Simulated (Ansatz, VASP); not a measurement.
**Mo in VASP and in Ansatz**

```
CELL_PARAMETERS angstrom
0.00000 1.98051 1.98051
1.98051 0.00000 1.98051
1.98051 1.98051 0.00000
ATOMIC_POSITIONS crystal
Mo 0.00000 0.00000 0.00000
```

Alike in both runs: functional PBEsol; k mesh 14 × 14 × 14; occupations fermi-dirac, width 0.1 eV; no spin polarisation.

Ansatz relaxed the structure, and its values are those at the end. VASP's run is a single point on that final structure, the one shown.

```csv
,VASP,Ansatz
version,VASP 6.6.1,Ansatz 0.2.0
potentials or method,"VASP PAW PBE potentials, release 64 (Mo_sv), cutoff 520 eV","plane waves (420 eV) with PAW, scalar-relativistic"
valence electrons in the cell,14,14
```

```tsv
	VASP	Ansatz	Ansatz less VASP
pressure (GPa)	0.5	0.0	-0.51
```

VASP's potentials were made for PBE, not for PBEsol, and Ansatz warns of the same on its side.
